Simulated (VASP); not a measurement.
Wanted: the native input for a VASP 6.6.1 run.

```yaml
Task: single point
Functional: PBE
Potentials_or_basis: VASP PAW PBE potentials, release 64 (Hf_pv, O)
Cutoff: 520 eV
k_mesh: 8 × 8 × 8
Occupations: gaussian, width 0.01 eV
Spin: non-collinear spin, zero start, spin-orbit coupling
Starting_moments: "[[0.0, 0.0, 0.0], [0.0, 0.0, 0.0], [0.0, 0.0, 0.0]] μB"
Dipole_correction: no
Further_INCAR_settings: ALGO = Normal; EDIFF = 1e-06; NBANDS = 35
```

The structure of HfO2 lies in POSCAR:

```
HfO2
1.0
    0.0000000000      2.5291823175      2.5291823175
    2.5291823175      0.0000000000      2.5291823175
    2.5291823175      2.5291823175      0.0000000000
Hf O
1 2
Direct
    0.0000000000      0.0000000000      0.0000000000
    0.2500000000      0.2500000000      0.2500000000
    0.7500000000      0.7500000000      0.7500000000
```

One way to write it, as run:

INCAR

```
PREC     = Accurate       # precision mode
ENCUT    = 520            # plane-wave cutoff, eV
EDIFF    = 1E-6           # SCF threshold, eV
ISMEAR   = 0              # smearing method
SIGMA    = 0.01           # smearing width, eV
LREAL    = False          # projectors in reciprocal space
LASPH    = True           # aspherical terms in the spheres
NELM     = 150            # most SCF steps
ALGO     = Normal         # electronic algorithm
ISIF     = 2              # what is computed and relaxed
LWAVE    = False          # write WAVECAR
LCHARG   = False          # write CHGCAR
MAGMOM   = 0 0 0 0 0 0 0 0 0 # initial moments
LORBIT   = 11             # projections on sites
LSORBIT  = True           # spin-orbit coupling
GGA_COMPAT= False        
LORBMOM  = True         
LMAXMIX  = 4              # l up to which the mixer works
GGA      = PE             # functional
NBANDS   = 35             # bands
```

KPOINTS

```
Automatic mesh
0
Gamma
  8 8 8
```

Potentials or basis: VASP PAW PBE potentials, release 64 (Hf_pv, O).

Command:

```sh
$ cat potpaw_PBE.64/Hf_pv/POTCAR potpaw_PBE.64/O/POTCAR > POTCAR
$ mpirun -np 1 vasp_ncl > vasp.out
```

Results of the run:

```json
{
  "Pressure": "2.3 GPa",
  "Net moment": "0.00 μB per cell",
  "Valence electrons inside the program's atomic spheres": "Hf 8.30; O 5.12"
}
```

It took 54 s on 1 thread of AMD EPYC 9R45 96-Core Processor (Zen 5), with other jobs on the host, peak memory 0.24 GiB.
